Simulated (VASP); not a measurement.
CsSnI3:

```
Cs Sn I
1.0
     6.30391    0.00000    0.00000
     0.00000    6.30391    0.00000
     0.00000    0.00000    6.22723
Cs Sn I
1 1 3
Cartesian
  0.0000 0.0000 0.0000
  3.1520 3.1520 3.1136
  3.1520 3.1520 0.0000
  3.1520 0.0000 3.1136
  0.0000 3.1520 3.1136
```

This cell differs from its parent crystal: epitaxial xy strain +1.0%.

Base run:

* Program: VASP 6.6.1
* Functional: r2SCAN
* Potentials or basis: VASP PAW PBE potentials, release 64 (Cs_sv, Sn_d, I)
* Cutoff: 520 eV
* k mesh: 4 × 4 × 4
* Occupations: gaussian, width 0.01 eV
* Spin: no spin polarisation

Its results: band gap on the k mesh 0.55 eV, direct; pressure -0.3 GPa.

**Question.** The run is repeated on the same cell with these changes: functional from r2SCAN to PBE; occupations from gaussian, width 0.01 eV to fermi-dirac, width 0.02 eV. What comes out?

**Answer.** Band gap on the k mesh 0.43 eV, direct; pressure 0.2 GPa.

Caveats: spin-orbit coupling is left out, which moves the levels of the heavy elements; the PAW data sets were made with another functional, which shifts forces and pressure a little (some runs).

A k mesh can miss the band edges.
